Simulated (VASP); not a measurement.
Crystal: Si.

```
Si
1.0
     0.00000    2.71500    2.71500
     2.71500    0.00000    2.71500
     2.71500    2.71500    0.00000
Si
2
Direct
  0.00000 0.00000 0.00000
  0.27000 0.24000 0.26500
```

```yaml
Program: VASP 6.6.1
Task: relaxation of the atoms
Functional: PBE
Potentials_or_basis: VASP PAW PBE potentials, release 64 (Si)
Cutoff: 450 eV
k_mesh: 4 × 4 × 4
Occupations: fermi-dirac, width 0.02 eV
Spin: no spin polarisation
```

At the start: pressure 2.8 GPa; volume 20.01 Å³/atom.

**Question.** How do energy, volume and symmetry change on relaxing?

**Answer.** Over 6 steps the energy falls by 33.6 meV/atom; space group Fd-3m (No. 227, to 0.05 Å).

Step by step:
| step | energy change (eV) | largest force (eV/Å) | pressure (GPa) |
| --- | --- | --- | --- |
| 1 | 0.0000 | 1.2303 | 2.83 |
| 2 | -0.0641 | 0.2969 | 2.64 |
| 3 | -0.0667 | 0.1249 | 2.62 |
| 4 | -0.0668 | 0.1227 | 2.62 |
| 5 | -0.0672 | 0.0401 | 2.62 |
| 6 | -0.0673 | 0.0060 | 2.62 |

Final structure:
```cif
data_structure
_symmetry_space_group_name_H-M 'P 1'
_symmetry_Int_Tables_number 1
_cell_length_a 3.8396
_cell_length_b 3.8396
_cell_length_c 3.8396
_cell_angle_alpha 60.000
_cell_angle_beta 60.000
_cell_angle_gamma 60.000
_cell_volume 40.03
loop_
_atom_site_label
_atom_site_type_symbol
_atom_site_fract_x
_atom_site_fract_y
_atom_site_fract_z
_atom_site_occupancy
Si1 Si 0.01005 0.99497 0.00752 1
Si2 Si 0.25995 0.24503 0.25748 1
```

Caveat: the k points lie up to 0.50 Å⁻¹ apart.
